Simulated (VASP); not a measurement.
# ZrB2 (Fm-3m) in VASP: further runs, part 2 of 2

VASP 6.6.1. Earlier steps stand in the parts before.

**3. Single point, PBE**

This run uses another cell than the first one, of 13.76 Å³/atom.

The input, INCAR:

```
SYSTEM = ZrB2
PREC     = Accurate       ! precision mode
ENCUT    = 520            ! plane-wave cutoff, eV
EDIFF    = 1E-7           ! SCF threshold, eV
ISMEAR   = 0              ! smearing method
SIGMA    = 0.1            ! smearing width, eV
LREAL    = .False.        ! projectors in reciprocal space
LASPH    = .True.         ! aspherical terms in the spheres
NELM     = 100            ! most SCF steps
ALGO     = Normal         ! electronic algorithm
ISIF     = 2              ! what is computed and relaxed
LWAVE    = .False.        ! write WAVECAR
LCHARG   = .True.         ! write CHGCAR
GGA      = PE             ! functional
LELF     = .True.         ! ELF
LVHAR    = .True.       
NBANDS   = 16             ! bands
```

The input, KPOINTS:

```
Automatic mesh
0
Gamma
  14 14 14
  0 0 0
```

The input, POSCAR:

```
ZrB2
1.0
    0.0000000000      2.7429506651      2.7429506651
    2.7429506651      0.0000000000      2.7429506651
    2.7429506651      2.7429506651      0.0000000000
Zr B
1 2
Direct
    0.0000000000      0.0000000000      0.0000000000
    0.2500000000      0.2500000000      0.2500000000
    0.7500000000      0.7500000000      0.7500000000
```

Potentials or basis: VASP PAW PBE potentials, release 64 (Zr_sv, B).

Launch:

```console
> cat potpaw_PBE.64/Zr_sv/POTCAR potpaw_PBE.64/B/POTCAR > POTCAR
> mpirun -np 1 vasp_std > vasp.out
```

OUTCAR:

```text
SYSTEM = ZrB2
   PREC = Accurate
   ENCUT = 520
   EDIFF = 1E-7
   ISMEAR = 0
   LREAL = .False.
   LASPH = .True.
   NELM = 100
   ISIF = 2
   GGA = PE

 ion  position               nearest neighbor table
   1  0.000  0.000  0.000-   3 2.38   3 2.38   3 2.38   2 2.38   3 2.38   2 2.38   2 2.38   2 2.38

   2  0.250  0.250  0.250-   1 2.38   1 2.38   1 2.38   1 2.38
   3  0.750  0.750  0.750-   1 2.38   1 2.38   1 2.38   1 2.38

  LATTYP: Found a face centered cubic cell.
 ALAT       =     5.4859013302

  Lattice vectors:

 A1 = (   0.0000000000,   2.7429506651,   2.7429506651)
 A2 = (   2.7429506651,   0.0000000000,   2.7429506651)
 A3 = (   2.7429506651,   2.7429506651,   0.0000000000)

Analysis of symmetry for initial positions (statically):
=====================================================================
 Subroutine PRICEL returns:
 Original cell was already a primitive cell.

 Routine SETGRP: Setting up the symmetry group for a
 face centered cubic supercell.

 Subroutine GETGRP returns: Found 48 space group operations
 (whereof 48 operations were pure point group operations)
 out of a pool of 48 trial point group operations.

The static configuration has the point symmetry O_h .

Analysis of symmetry for dynamics (positions and initial velocities):
=====================================================================
 Subroutine PRICEL returns:
 Original cell was already a primitive cell.

 Routine SETGRP: Setting up the symmetry group for a
 face centered cubic supercell.

 Subroutine GETGRP returns: Found 48 space group operations
 (whereof 48 operations were pure point group operations)
 out of a pool of 48 trial point group operations.

The dynamic configuration has the point symmetry O_h .

 Subroutine INISYM returns: Found 48 space group operations
 (whereof 48 operations are pure point group operations),
 and found     1 'primitive' translations

[... 118 lines left out ...]
  Fermi-wavevector in a.u.,A,eV,Ry     =   1.241474  2.346046 20.970088  1.541258
  Thomas-Fermi vector in A             =   2.375870
   LORBIT       =      0    0 simple, 1 ext, 2 COOP (PROOUT), +10 PAW based schemes
   GGA     = PE    functional components
   LHFCALC =     F    Hartree Fock is set to
   AEXX    =    0.0000 exact exchange contribution
   IVDW    =     0    specifies the selected vdW correction
   LEPSILON=     F    determine dielectric tensor
   LRPA    =     F    only Hartree local field effects (RPA)
 non-spin polarized calculation
 Gauss-broadening in eV      SIGMA  =   0.10
  energy-cutoff  :      520.00
  volume of cell :       41.27
 maximum number of plane-waves:      1139
 NGX is ok and might be reduce to    30
   NGX = 15   NGY = 15   NGZ = 15

 number of electron      18.0000001 magnetization

 Free energy of the ion-electron system (eV)
  ---------------------------------------------------
  ext. energy  EPLUGINS =         0.00000000
  ---------------------------------------------------
  free energy    TOTEN  =       -19.58278281 eV

  energy without entropy =      -19.57755359  energy(sigma->0) =      -19.58016820

 E-fermi :   6.6058     XC(G=0): -10.9499

 val. band max:        6.5918521316   @ k =  -0.2857   0.4286   0.2143
 cond. band min:       6.6091490766   @ k =  -0.3571   0.2857   0.0714
 fundamental gap:      0.0172969449
 Fermi energy:         6.6058084472

 k-point     1 :       0.0000    0.0000    0.0000
  band No.  band energies     occupation
      1     -41.6839      2.00000
      2     -19.7484      2.00000
      3     -19.7484      2.00000
      4     -19.7484      2.00000
      5      -3.0860      2.00000
      6       3.1571      2.00000
[... 433 lines left out ...]
      3     -19.7831      2.00000
      4     -19.7807      2.00000
      5      -1.9567      2.00000
      6       1.5329      2.00000
[... 8 lines left out ...]
     15      13.1490      0.00000
     16      14.3055      0.00000

 [... further k-points ...]

------------------------ aborting loop because EDIFF is reached ----------------------------------------

  FORCE on cell =-STRESS in cart. coord.  units (eV):
  Direction    XX          YY          ZZ          XY          YZ          ZX
  --------------------------------------------------------------------------------------
  -------------------------------------------------------------------------------------
  Total        0.0203695      0.0203695      0.0203695     -0.0000000     -0.0000000      0.0000000
  in kB        0.7906920      0.7906920      0.7906920     -0.0000000     -0.0000000      0.0000000
  external PRESSURE =       0.7906920 kB  Pullay stress =       0.0000000 kB

 VOLUME and BASIS-vectors are now :
 -----------------------------------------------------------------------------
  energy-cutoff  :      520.00
  volume of cell :       41.27
      direct lattice vectors                 reciprocal lattice vectors
     0.000000000  2.742950665  2.742950665    -0.182285451  0.182285451  0.182285451
     2.742950665  0.000000000  2.742950665     0.182285451 -0.182285451  0.182285451
     2.742950665  2.742950665  0.000000000     0.182285451  0.182285451 -0.182285451

 POSITION                                       TOTAL-FORCE (eV/Angst)
 -----------------------------------------------------------------------------------
      0.00000      0.00000      0.00000         0.000000     -0.000000      0.000000
      1.37148      1.37148      1.37148        -0.000000      0.000000      0.000000
      4.11443      4.11443      4.11443         0.000000     -0.000000     -0.000000
 -----------------------------------------------------------------------------------
    total drift:                                0.000000     -0.000000     -0.000000

  FREE ENERGIE OF THE ION-ELECTRON SYSTEM (eV)
  ---------------------------------------------------
  free  energy   TOTEN  =       -19.5827828053 eV

  energy  without entropy=      -19.5775535883  energy(sigma->0) =      -19.58016820
```

stdout:

```text
POSCAR found type information on POSCAR ZrB
 POSCAR found :  2 types and       3 ions
 scaLAPACK will be used
 LDA part: xc-table for (Slater+PW92), standard interpolation
 POSCAR, INCAR and KPOINTS ok, starting setup
 FFT: planning ... GRIDC
 FFT: planning ... GRID_SOFT
 FFT: planning ... GRID
 WAVECAR not read
 entering main loop
```

It took 2.1 min on 1 thread of Intel Xeon 8259CL, shared host; peak memory 0.21 GiB.

Results:

```
Free energy            : -19.5828 eV
Pressure               : 0.1 GPa
Band gap on the k mesh : zero (bands 9 and 10 overlap by 1.90 eV)
```

Levels at points of the mesh, in eV from the Fermi level:
```
           k point  band 5  band 6  band 7  band 8  band 9  band 10  band 11  band 12  band 13  band 14
(0.00, 0.00, 0.00)   -9.69   -3.45   -3.45   -3.45   -1.12     1.84     1.84     3.88     3.88     3.88
(0.50, 0.00, 0.00)   -7.52   -5.80   -2.53   -2.53    0.80     1.45     1.45     1.75     2.60     2.60
(0.50, 0.50, 0.00)   -6.00   -5.71   -4.87   -1.10   -1.10     0.89     0.89     2.94     3.22     5.55
```

**4. Relaxation of cell and atoms, PBE**

This run uses another cell than the first one, of 13.66 Å³/atom.

The input, INCAR:

```
SYSTEM = ZrB2
PREC = Accurate ; ENCUT = 600
EDIFF = 1E-7 ; ISMEAR = 0
SIGMA = 0.1 ; LREAL = .False.
LASPH = .True. ; NELM = 100
ALGO = Normal ; ISIF = 3
LWAVE = .False. ; LCHARG = .False.
GGA = PE ; IBRION = 2
NSW = 100 ; EDIFFG = -0.01
```

The input, KPOINTS:

```
regular mesh
0
Gamma
  14 14 14
  0 0 0
```

The input, POSCAR:

```
ZrB2
1.0
    0.0000000000      2.7364170846      2.7364170846
    2.7364170846      0.0000000000      2.7364170846
    2.7364170846      2.7364170846      0.0000000000
Zr B
1 2
Direct
    0.0000000000      0.0000000000      0.0000000000
    0.2500000000      0.2500000000      0.2500000000
    0.7500000000      0.7500000000      0.7500000000
```

Potentials or basis: VASP PAW PBE potentials, release 64 (Zr_sv, B).

Launch:

```console
> cat potpaw_PBE.64/Zr_sv/POTCAR potpaw_PBE.64/B/POTCAR > POTCAR
> mpirun -np 1 vasp_std > vasp.out
```

OUTCAR:

```text
SYSTEM = ZrB2
   PREC = Accurate
   ENCUT = 600
   EDIFF = 1E-7
   ISMEAR = 0
   LREAL = .False.
   LASPH = .True.
   NELM = 100
   ISIF = 3
   GGA = PE
   IBRION = 2
   NSW = 100
   EDIFFG = -0.01

 ion  position               nearest neighbor table
   1  0.000  0.000  0.000-   2 2.37   3 2.37   3 2.37   3 2.37   3 2.37   2 2.37   2 2.37   2 2.37

   2  0.250  0.250  0.250-   1 2.37   1 2.37   1 2.37   1 2.37
   3  0.750  0.750  0.750-   1 2.37   1 2.37   1 2.37   1 2.37

  LATTYP: Found a face centered cubic cell.
 ALAT       =     5.4728341692

  Lattice vectors:

 A1 = (   0.0000000000,   2.7364170846,   2.7364170846)
 A2 = (   2.7364170846,   0.0000000000,   2.7364170846)
 A3 = (   2.7364170846,   2.7364170846,   0.0000000000)

Analysis of symmetry for initial positions (statically):
[... 272 lines left out ...]
      4     -19.7566      2.00000
      5      -3.0892      2.00000
      6       3.1534      2.00000
      7       3.1534      2.00000
      8       3.1534      2.00000
      9       5.4747      2.00000
     10       8.4440      0.00000
     11       8.4440      0.00000
     12      10.4734      0.00000
     13      10.4734      0.00000
[... 354 lines left out ...]
  band No.  band energies     occupation
      1     -41.6830      2.00000
      2     -19.8742      2.00000
      3     -19.7912      2.00000
      4     -19.7888      2.00000
      5      -1.9607      2.00000
      6       1.5285      2.00000
      7       3.7490      2.00000
      8       3.7517      2.00000
      9       5.8695      2.00000
     10       8.1867      0.00000
     11       8.5070      0.00000
     12       9.6427      0.00000
     13      10.3912      0.00000

 [... further k-points ...]

------------------------ aborting loop because EDIFF is reached ----------------------------------------

  FORCE on cell =-STRESS in cart. coord.  units (eV):
  Direction    XX          YY          ZZ          XY          YZ          ZX
  --------------------------------------------------------------------------------------
  -------------------------------------------------------------------------------------
  Total        0.0003630      0.0003630      0.0003630      0.0000000      0.0000000      0.0000000
  in kB        0.0140840      0.0140840      0.0140840      0.0000000      0.0000000      0.0000000
  external PRESSURE =       0.0140840 kB  Pullay stress =       0.0000000 kB
[... 18 lines left out ...]
  FREE ENERGIE OF THE ION-ELECTRON SYSTEM (eV)
  ---------------------------------------------------
  free  energy   TOTEN  =       -19.5840907115 eV

  energy  without entropy=      -19.5788689411  energy(sigma->0) =      -19.58147983

 reached required accuracy - stopping structural energy minimisation
```

OSZICAR:

```text
N       E                     dE             d eps       ncg     rms          rms(c)
DAV:   1     0.122682954281E+03    0.12268E+03   -0.10277E+04  2704   0.149E+03
DAV:   2    -0.141621617857E+02   -0.13685E+03   -0.13270E+03  3204   0.334E+02
DAV:   3    -0.206919409327E+02   -0.65298E+01   -0.63830E+01  4781   0.606E+01
[... 30 lines left out ...]
DAV:   6    -0.195840900223E+02   -0.14638E-04   -0.12506E-05  4437   0.274E-02    0.436E-03
DAV:   7    -0.195840903675E+02   -0.34526E-06   -0.67148E-07  3243   0.626E-03    0.209E-03
DAV:   8    -0.195840905137E+02   -0.14618E-06   -0.25859E-08  1577   0.170E-03    0.117E-03
DAV:   9    -0.195840907081E+02   -0.19441E-06   -0.39259E-08  1472   0.204E-03    0.126E-04
DAV:  10    -0.195840907115E+02   -0.33924E-08   -0.58808E-09  1462   0.663E-04
   3 F= -.19584091E+02 E0= -.19581480E+02  d E =-.988524E-03
```

CONTCAR:

```text
ZrB2
   1.00000000000000
    -0.0000000000000000    2.7435016920299211    2.7435016920299211
     2.7435016920299211   -0.0000000000000000    2.7435016920299211
     2.7435016920299211    2.7435016920299211   -0.0000000000000000
  Zr              B
     1     2
Direct
     0.0000000000000000    0.0000000000000000    0.0000000000000000
     0.2500000000000000    0.2500000000000000    0.2500000000000000
     0.7500000000000000    0.7500000000000000    0.7500000000000000

  0.00000000E+00  0.00000000E+00  0.00000000E+00
  0.00000000E+00  0.00000000E+00  0.00000000E+00
  0.00000000E+00  0.00000000E+00  0.00000000E+00
```

Run time: 2.8 min. Hardware: 1 thread of AMD EPYC 7R13 (Zen 3), shared host; peak memory 0.2 GiB.

Results:

* Free energy: -19.5841 eV
* Relaxed volume: 13.77 Å³/atom
* Relaxed cell: a = 3.880 Å, b = 3.880 Å, c = 3.880 Å, α = 60.00°, β = 60.00°, γ = 60.00°
* Space group after relaxing (to 0.1 Å): Fm-3m (No. 225)
* Energy gained by relaxing: 0.3 meV/atom
* Ionic steps: 3
* Pressure after relaxing: 0.0 GPa
* Band gap on the k mesh: zero (bands 9 and 10 overlap by 1.90 eV)

Step by step:
| step | energy change (eV) | largest force (eV/Å) | pressure (GPa) | volume (Å³) |
| --- | --- | --- | --- | --- |
| 1 | 0.0000 | 0.0000 | 1.00 | 40.98 |
| 2 | -0.0007 | 0.0000 | -0.57 | 41.49 |
| 3 | -0.0010 | 0.0000 | 0.00 | 41.30 |

Final structure:
```
Zr B
1.0
     0.00000    2.74350    2.74350
     2.74350    0.00000    2.74350
     2.74350    2.74350    0.00000
Zr B
1 2
Direct
  0.00000 0.00000 0.00000
  0.25000 0.25000 0.25000
  0.75000 0.75000 0.75000
```

**5. Summary**

```tsv
task	cell	k mesh	cutoff (eV)	gap on the mesh (eV)	pressure (GPa)	relaxed volume (Å³/atom)
relaxation of cell and atoms	relaxed from a = 3.510 Å, angles 60.0°, 3 atoms	6 × 6 × 6	600	none	-0.3	13.70
single point	a = 3.879 Å, angles 60.0°, 3 atoms	14 × 14 × 14	520	none	0.1	-
relaxation of cell and atoms	relaxed from a = 3.870 Å, angles 60.0°, 3 atoms	14 × 14 × 14	600	none	0.0	13.77
```

Alike in all rows: level PBE; potentials or basis VASP PAW PBE potentials, release 64 (Zr_sv, B); no spin polarisation; smearing gaussian 0.1 eV.

Caveats: some runs use coarse meshes; the volume moved by over 15 % at a fixed basis, so the end points are rough (at least some runs).

Total energies depend on the potentials used, so only differences within one code and one set of settings carry meaning.

The gap in the log of VASP goes by the Fermi energy; the results here count the filled bands.